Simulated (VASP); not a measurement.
# Al (Fd-3m) in VASP: further runs

Runs on Al. Level: RPBE. Tasks: single point.

Program: VASP 6.6.1. These are calculated values, not measurements. Logs are shortened: lines on timing, memory, paths and dates and some standing lists are left out, and cuts for length are marked.

## 1. The cell of the first run

It takes space group Fd-3m (No. 227, cubic). The conventional cell has a = 6.015 Å, b = 6.015 Å, c = 6.015 Å, α = 90.00°, β = 90.00°, γ = 90.00°. Within 3.4 Å of Al (site symmetry -43m) lie 4 Al at 2.60 Å.

## 2. Single point, RPBE (volume scaled by 0.96)

Input file INCAR:

```
SYSTEM = Al
ALGO = Normal
EDIFF = 1E-7
ENCUT = 520
GGA = RP
ISIF = 2
ISMEAR = -1
LASPH = .True.
LCHARG = .False.
LREAL = .False.
LWAVE = .False.
NBANDS = 10
NELM = 80
PREC = Accurate
SIGMA = 0.1
```

Input file KPOINTS:

```
k-points
0
Gamma
  10 10 10
  0 0 0
```

Input file POSCAR:

```
Al
1.0
    0.0000000000      3.0075350167      3.0075350167
    3.0075350167      0.0000000000      3.0075350167
    3.0075350167      3.0075350167      0.0000000000
Al
2
Direct
    0.1250000000      0.1250000000      0.1250000000
    0.8750000000      0.8750000000      0.8750000000
```

Potentials or basis: VASP PAW PBE potentials, release 64 (Al).

Command:

```
> cat potpaw_PBE.64/Al/POTCAR > POTCAR
> mpirun -np 1 vasp_std > vasp.out
```

OUTCAR:

```text
SYSTEM = Al
   EDIFF = 1E-7
   ENCUT = 520
   GGA = RP
   ISIF = 2
   ISMEAR = -1
   LASPH = .True.
   LREAL = .False.
   NELM = 80
   PREC = Accurate

 ion  position               nearest neighbor table
   1  0.125  0.125  0.125-   2 2.60   2 2.60   2 2.60   2 2.60
   2  0.875  0.875  0.875-   1 2.60   1 2.60   1 2.60   1 2.60

  LATTYP: Found a face centered cubic cell.
 ALAT       =     6.0150700334

  Lattice vectors:

 A1 = (   0.0000000000,   3.0075350167,   3.0075350167)
 A2 = (   3.0075350167,   0.0000000000,   3.0075350167)
 A3 = (   3.0075350167,   3.0075350167,   0.0000000000)

Analysis of symmetry for initial positions (statically):
=====================================================================
 Subroutine PRICEL returns:
 Original cell was already a primitive cell.

 Routine SETGRP: Setting up the symmetry group for a
 face centered cubic supercell.

 Subroutine GETGRP returns: Found 48 space group operations
 (whereof 12 operations were pure point group operations)
 out of a pool of 48 trial point group operations.

The static configuration has the point symmetry D_3d.
 The point group associated with its full space group is O_h .

Analysis of symmetry for dynamics (positions and initial velocities):
=====================================================================
 Subroutine PRICEL returns:
 Original cell was already a primitive cell.

 Routine SETGRP: Setting up the symmetry group for a
 face centered cubic supercell.

 Subroutine GETGRP returns: Found 48 space group operations
 (whereof 12 operations were pure point group operations)
 out of a pool of 48 trial point group operations.

The dynamic configuration has the point symmetry D_3d.
 The point group associated with its full space group is O_h .

 Subroutine INISYM returns: Found 48 space group operations
 (whereof 12 operations are pure point group operations),
 and found     1 'primitive' translations

----------------------------------------------------------------------------------------

                                     Primitive cell

  volume of cell :      54.4079

  direct lattice vectors                    reciprocal lattice vectors
     0.000000000  3.007535017  3.007535017    -0.166249103  0.166249103  0.166249103
     3.007535017  0.000000000  3.007535017     0.166249103 -0.166249103  0.166249103
     3.007535017  3.007535017  0.000000000     0.166249103  0.166249103 -0.166249103

  length of vectors
     4.253296810  4.253296810  4.253296810     0.287951894  0.287951894  0.287951894

  position of ions in fractional coordinates (direct lattice)
     0.125000000  0.125000000  0.125000000
     0.875000000  0.875000000  0.875000000

  ion indices of the primitive-cell ions
   primitive index   ion index
                 1           1
                 2           2

----------------------------------------------------------------------------------------

 KPOINTS: k-points

Automatic generation of k-mesh.
 Grid dimensions read from file:
 generate k-points for:   10   10   10

 Generating k-lattice:

  Cartesian coordinates                     Fractional coordinates (reciprocal lattice)
    -0.016624910  0.016624910  0.016624910     0.100000000  0.000000000  0.000000000
     0.016624910 -0.016624910  0.016624910     0.000000000  0.100000000  0.000000000
     0.016624910  0.016624910 -0.016624910     0.000000000  0.000000000  0.100000000

  Length of vectors
     0.028795189  0.028795189  0.028795189

  Shift w.r.t. Gamma in fractional coordinates (k-lattice)
     0.000000000  0.000000000  0.000000000

 Subroutine IBZKPT returns following result:
 ===========================================

 Found     47 irreducible k-points:

 Following reciprocal coordinates:
            Coordinates               Weight
  0.000000  0.000000  0.000000      1.000000
  0.100000  0.000000  0.000000      8.000000
  0.200000  0.000000  0.000000      8.000000
  0.300000  0.000000  0.000000      8.000000
  0.400000  0.000000  0.000000      8.000000
  0.500000  0.000000  0.000000      4.000000
[... 16 lines left out ...]
  0.300000  0.300000  0.000000      6.000000
  0.400000  0.300000  0.000000     24.000000
 [... further k-points ...]
   k-points           NKPTS =     47   k-points in BZ     NKDIM =     47   number of bands    NBANDS=     10
   number of dos      NEDOS =    301   number of ions     NIONS =      2
   total plane-waves  NPLWV =  32768
   dimension x,y,z NGX =    32 NGY =   32 NGZ =   32
   dimension x,y,z NGXF=    64 NGYF=   64 NGZF=   64
   ions per type =               2
   NGX,Y,Z   is equivalent  to a cutoff of  12.51, 12.51, 12.51 a.u.
   NGXF,Y,Z  is equivalent  to a cutoff of  25.02, 25.02, 25.02 a.u.
 SYSTEM =  Al
   PREC   = accura    normal or accurate (medium, high low for compatibility)
   ISTART =      0    job   : 0-new  1-cont  2-samecut
   ICHARG =      2    charge: 1-file 2-atom 10-const
   ISPIN  =      1    spin polarized calculation?
   LNONCOLLINEAR =      F non collinear calculations
   LSORBIT =      F    spin-orbit coupling
   LASPH  =      T    aspherical Exc in radial PAW
   ENCUT  =  520.0 eV  38.22 Ry    6.18 a.u.   7.91  7.91  7.91*2*pi/ulx,y,z
   NELM   =     80;   NELMIN=  2; NELMDL= -5     # of ELM steps
   EDIFF  = 0.1E-06   stopping-criterion for ELM
   LREAL  =      F    real-space projection
   EDIFFG = 0.1E-05   stopping-criterion for IOM
   NSW    =      0    number of steps for IOM
   IBRION =     -1    ionic relax: 0-MD 1-quasi-New 2-CG
   NFREE  =      0    steps in history (QN), initial steepest desc. (CG)
   ISIF   =      2    stress and relaxation
   ISYM   =      2    0-nonsym 1-usesym 2-fastsym
   POTIM  = 0.5000    time-step for ionic-motion
   TEBEG  =    0.0;   TEEND  =   0.0 temperature during run
   PSTRESS=    0.0 pullay stress
   NELECT =       6.0000    total number of electrons
   NUPDOWN=      -1.0000    fix difference up-down
   EMIN   =  10.00;   EMAX   =-10.00  energy-range for DOS
   EFERMI =   0.00;   METHOD = LEGACY
   ISMEAR =    -1;   SIGMA  =   0.10  broadening in eV -4-tet -1-fermi 0-gaus
   EFERMI_NEDOS =   21; number of points for ismear=-14 and -15
   IALGO  =     38    algorithm
   IMIX   =      4    mixing-type and parameters
     AMIX     =   0.40;   BMIX     =  1.00
     AMIX_MAG =   1.60;   BMIX_MAG =  1.00
  volume/ion in A,a.u.               =      27.20       183.58
  Fermi-wavevector in a.u.,A,eV,Ry     =   0.785063  1.483554  8.385598  0.616324
  Thomas-Fermi vector in A             =   1.889323
   LORBIT       =      0    0 simple, 1 ext, 2 COOP (PROOUT), +10 PAW based schemes
   GGA     = RP    functional components
   LHFCALC =     F    Hartree Fock is set to
   AEXX    =    0.0000 exact exchange contribution
   IVDW    =     0    specifies the selected vdW correction
   LEPSILON=     F    determine dielectric tensor
   LRPA    =     F    only Hartree local field effects (RPA)
 non-spin polarized calculation
  energy-cutoff  :      520.00
  volume of cell :       54.41
 maximum number of plane-waves:      1477
   NGX = 15   NGY = 15   NGZ = 15

 number of electron       6.0000000 magnetization

 Free energy of the ion-electron system (eV)
  ---------------------------------------------------
  ext. energy  EPLUGINS =         0.00000000
  ---------------------------------------------------
  free energy    TOTEN  =        -5.57885808 eV

  energy without entropy =       -5.53023365  energy(sigma->0) =       -5.55454586

 E-fermi :   2.9606     XC(G=0):  -8.1129

 val. band max:        2.9261393711   @ k =   0.5000   0.3000   0.0000
 cond. band min:       3.0210703158   @ k =   0.2000   0.2000   0.0000
 fundamental gap:      0.0949309448
 Fermi energy:         2.9606313895

 k-point     1 :       0.0000    0.0000    0.0000
  band No.  band energies     occupation
      1      -4.9448      2.00000
      2       5.0843      0.00000
      3       5.0843      0.00000
      4       5.0843      0.00000
      5       6.9368      0.00000
      6       6.9368      0.00000
      7       6.9368      0.00000
      8       8.4203      0.00000
      9      10.8321      0.00000
     10      10.8325      0.00000

 k-point     2 :       0.1000    0.0000    0.0000
  band No.  band energies     occupation
      1      -4.8334      2.00000
      2       4.1071      0.00002
      3       4.8994      0.00000
      4       4.8994      0.00000
      5       7.0538      0.00000
      6       7.2047      0.00000
      7       7.2047      0.00000
      8       9.0582      0.00000
      9      10.4877      0.00000
     10      10.4877      0.00000

 k-point     3 :       0.2000    0.0000    0.0000
  band No.  band energies     occupation
      1      -4.5036      2.00000
      2       2.5204      1.97581
      3       4.5652      0.00000
      4       4.5652      0.00000
      5       6.8263      0.00000
      6       7.6184      0.00000
      7       7.6184      0.00000
      8      10.2106      0.00000
      9      10.2106      0.00000
     10      10.3602      0.00000

 k-point     4 :       0.3000    0.0000    0.0000
  band No.  band energies     occupation
      1      -3.9741      2.00000
      2       0.9946      2.00000
      3       4.2852      0.00000
      4       4.2852      0.00000
      5       6.5465      0.00000
      6       7.6425      0.00000
      7       7.6425      0.00000
      8      10.7628      0.00000
      9      10.7628      0.00000
     10      11.0363      0.00000

 k-point     5 :       0.4000    0.0000    0.0000
  band No.  band energies     occupation
      1      -3.3170      2.00000
      2      -0.2822      2.00000
      3       4.1130      0.00002
      4       4.1130      0.00002
      5       6.3596      0.00000
      6       7.4493      0.00000
      7       7.4493      0.00000
      8      10.7294      0.00000
      9      12.0025      0.00000
     10      12.0025      0.00000

 k-point     6 :       0.5000    0.0000    0.0000
  band No.  band energies     occupation
      1      -2.8989      2.00000
      2      -0.9097      2.00000
      3       4.0559      0.00004
      4       4.0559      0.00004
      5       6.2958      0.00000
      6       7.3574      0.00000
      7       7.3574      0.00000
      8      10.5935      0.00000
      9      13.2689      0.00000
     10      13.2689      0.00000
[... 183 lines left out ...]
 k-point    21 :      -0.3000    0.2000    0.0000
  band No.  band energies     occupation
      1      -3.1652      2.00000
      2       0.2896      2.00000
      3       1.9884      1.99988
      4       3.9278      0.00013
      5       6.7245      0.00000
      6       8.4947      0.00000
      7       8.6671      0.00000
      8      10.1027      0.00000
      9      10.4792      0.00000
     10      12.7339      0.00000

 k-point    22 :      -0.2000    0.2000    0.0000
  band No.  band energies     occupation
      1      -3.7903      2.00000
      2       1.3803      2.00000
      3       2.3427      1.99587
      4       4.3562      0.00000
      5       7.2113      0.00000
      6       8.1339      0.00000
      7       8.4160      0.00000
      8       9.3907      0.00000
      9       9.6157      0.00000
     10      13.5573      0.00000

 k-point    23 :       0.3000    0.3000    0.0000
  band No.  band energies     occupation
      1      -3.6240      2.00000
      2       1.5199      2.00000
      3       3.0878      0.43809
      4       3.0878      0.43809
      5       5.3245      0.00000
      6       6.4426      0.00000
      7      10.5041      0.00000
      8      10.5041      0.00000
      9      12.2707      0.00000
     10      12.9867      0.00000

 k-point    24 :       0.4000    0.3000    0.0000
  band No.  band energies     occupation
      1      -3.0974      2.00000
      2       0.6571      2.00000
      3       2.4973      1.98075
      4       2.9147      1.22587
      5       5.4617      0.00000
      6       6.3657      0.00000
      7      10.7348      0.00000
      8      10.7874      0.00000
      9      13.2169      0.00000
     10      14.3430      0.00000

 [... further k-points ...]
[... 5 lines left out ...]
  --------------------------------------------------------------------------------------
  -------------------------------------------------------------------------------------
  Total        0.5041626      0.5041626      0.5041626     -0.0000000      0.0000000      0.0000000
  in kB       14.8463321     14.8463321     14.8463321     -0.0000000      0.0000000      0.0000000
  external PRESSURE =      14.8463321 kB  Pullay stress =       0.0000000 kB

 VOLUME and BASIS-vectors are now :
 -----------------------------------------------------------------------------
  energy-cutoff  :      520.00
  volume of cell :       54.41
      direct lattice vectors                 reciprocal lattice vectors
     0.000000000  3.007535017  3.007535017    -0.166249103  0.166249103  0.166249103
     3.007535017  0.000000000  3.007535017     0.166249103 -0.166249103  0.166249103
     3.007535017  3.007535017  0.000000000     0.166249103  0.166249103 -0.166249103

 POSITION                                       TOTAL-FORCE (eV/Angst)
 -----------------------------------------------------------------------------------
      0.75188      0.75188      0.75188         0.000000     -0.000000     -0.000000
      5.26319      5.26319      5.26319        -0.000000      0.000000      0.000000
 -----------------------------------------------------------------------------------
    total drift:                                0.000000      0.000000     -0.000000

  FREE ENERGIE OF THE ION-ELECTRON SYSTEM (eV)
  ---------------------------------------------------
  free  energy   TOTEN  =        -5.5788580793 eV

  energy  without entropy=       -5.5302336489  energy(sigma->0) =       -5.55454586
```

It took 40 s on 1 thread of AMD EPYC 7R13, shared host; peak memory 0.14 GiB.

What came out:

- Free energy: -5.5789 eV
- Pressure: 1.5 GPa
- Band gap on the k mesh: zero (band 3 reaches 5.08 eV, above the bottom of band 4 at 1.63 eV)

Levels at points of the mesh, in eV from the Fermi level:
```
           k point  band 1  band 2  band 3  band 4  band 5  band 6  band 7  band 8
(0.00, 0.00, 0.00)   -7.91    2.12    2.12    2.12    3.98    3.98    3.98    5.46
(0.50, 0.00, 0.00)   -5.86   -3.87    1.10    1.10    3.34    4.40    4.40    7.63
(0.50, 0.50, 0.00)   -4.36   -4.36   -0.40   -0.40    2.13    2.13   10.71   10.71
```

Caveat: the cell differs from its parent crystal (volume scaled by 0.96); the PAW data sets were made with another functional, which shifts forces and pressure a little.

## 3. Single point, RPBE

This run uses another cell than the first one, of 28.34 Å³/atom, 1.042 times its volume.

Input file INCAR:

```
  ALGO = Normal
  EDIFF = 1E-6
  ENCUT = 520
  GGA = RP
  ISIF = 2
  ISMEAR = -1
  LASPH = True
  LCHARG = False
  LREAL = False
  LWAVE = False
  NBANDS = 10
  NELM = 80
  PREC = Accurate
  SIGMA = 0.1
```

Input file KPOINTS:

```
k-points
0
Gamma
  10 10 10
```

Input file POSCAR:

```
Al
1.0
    0.0000000000      3.0487392467      3.0487392467
    3.0487392467      0.0000000000      3.0487392467
    3.0487392467      3.0487392467      0.0000000000
Al
2
Direct
    0.1250000000      0.1250000000      0.1250000000
    0.8750000000      0.8750000000      0.8750000000
```

Potentials or basis: VASP PAW PBE potentials, release 64 (Al).

Command:

```
> cat potpaw_PBE.64/Al/POTCAR > POTCAR
> mpirun -np 1 vasp_std > vasp.out
```

Run time: 37 s. Hardware: 1 thread of AMD EPYC 7R13, shared host; peak memory 0.14 GiB.

It converged, with:

- Free energy: -5.5886 eV
- Pressure: -0.1 GPa
- Band gap on the k mesh: zero (band 3 reaches 4.75 eV, above the bottom of band 4 at 1.45 eV)

Levels at points of the mesh, in eV from the Fermi level:
```csv
k point,band 1,band 2,band 3,band 4,band 5,band 6,band 7
"(0.00, 0.00, 0.00)",-7.74,2.05,2.05,2.05,3.90,3.90,3.90
"(0.50, 0.00, 0.00)",-5.78,-3.77,1.05,1.05,3.16,4.35,4.35
"(0.50, 0.50, 0.00)",-4.31,-4.31,-0.39,-0.39,2.14,2.14,10.37
```

Caveat: the PAW data sets were made with another functional, which shifts forces and pressure a little.

## 4. Single point, RPBE (volume scaled by 1.04)

Input file INCAR:

```
PREC = Accurate
ENCUT = 520
EDIFF = 1E-6
ISMEAR = -1
SIGMA = 0.1
LREAL = False
LASPH = True
NELM = 80
ALGO = Normal
ISIF = 2
LWAVE = False
LCHARG = False
GGA = RP
NBANDS = 10
```

Input file KPOINTS:

```
regular mesh
0
Gamma
  10 10 10
```

Input file POSCAR:

```
Al
1.0
    0.0000000000      3.0888588376      3.0888588376
    3.0888588376      0.0000000000      3.0888588376
    3.0888588376      3.0888588376      0.0000000000
Al
2
Direct
    0.1250000000      0.1250000000      0.1250000000
    0.8750000000      0.8750000000      0.8750000000
```

Command:

```
> cat potpaw_PBE.64/Al/POTCAR > POTCAR
> mpirun -np 1 vasp_std > vasp.out
```

Run time: 37 s. Hardware: 1 thread of AMD EPYC 7R13, shared host; peak memory 0.14 GiB.

Results (log left out):

```yaml
Free_energy: -5.5785 eV
Pressure: -1.3 GPa
Band_gap_on_the_k_mesh: zero (band 3 reaches 4.45 eV, above the bottom of band 4 at 1.28 eV)
```

Levels at points of the mesh, in eV from the Fermi level:
| k point | band 1 | band 2 | band 3 | band 4 | band 5 | band 6 | band 7 | band 8 |
| --- | --- | --- | --- | --- | --- | --- | --- | --- |
| (0.00, 0.00, 0.00) | -7.58 | 1.98 | 1.98 | 1.98 | 3.82 | 3.82 | 3.82 | 4.64 |
| (0.50, 0.00, 0.00) | -5.70 | -3.68 | 1.01 | 1.01 | 3.00 | 4.31 | 4.31 | 7.45 |
| (0.50, 0.50, 0.00) | -4.27 | -4.27 | -0.37 | -0.37 | 2.14 | 2.14 | 10.04 | 10.04 |

Caveat: the cell differs from its parent crystal (volume scaled by 1.04); the PAW data sets were made with another functional, which shifts forces and pressure a little.

[end of part 1 of 2]
